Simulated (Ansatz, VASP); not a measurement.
**Al3Cu2: VASP beside Ansatz**

```
Al Cu
1.0
     4.09195    0.00000    0.00000
    -2.04598    3.54373    0.00000
     0.00000    0.00000    4.99278
Al Cu
3 2
Cartesian
  0.0000 0.0000 0.0000
  0.0000 2.3625 1.7471
  2.0460 1.1812 3.2457
  0.0000 2.3625 4.1915
  2.0460 1.1812 0.8013
```

Alike in both runs: task single point; functional PBEsol; k mesh 12 × 12 × 8; occupations gaussian, width 0.1 eV; no spin polarisation.

|  | VASP | Ansatz |
| --- | --- | --- |
| version | VASP 6.6.1 | Ansatz 0.2.0 |
| potentials or method | VASP PAW PBE potentials, release 64 (Al, Cu), cutoff 520 eV | scalar-relativistic, plane waves, PAW |
| valence electrons in the cell | 31 | 47 |

|  | VASP | Ansatz | Ansatz less VASP |
| --- | --- | --- | --- |
| gap on the k mesh at the Fermi level (eV) | none | none | - |
| pressure (GPa) | 0.5 | 0.1 | -0.37 |
| traceless stress, the component that is largest in VASP (GPa) | -0.32 | -0.33 | -0.012 |
| rms of the force components (eV/Å) | 0.025 | 0.025 | -0.0003 |

VASP's potentials were made for PBE, not for PBEsol. Atom by atom the forces differ by 0.002 eV/Å (rms over components). A gap of «none» marks a metal or a gap that the smearing closes. The functional is the same, so the differences come from potentials, cutoffs and numerics. VASP's potentials hold 31 valence electrons a cell and Ansatz's 47, so a difference there can come from the potentials and not from the codes.
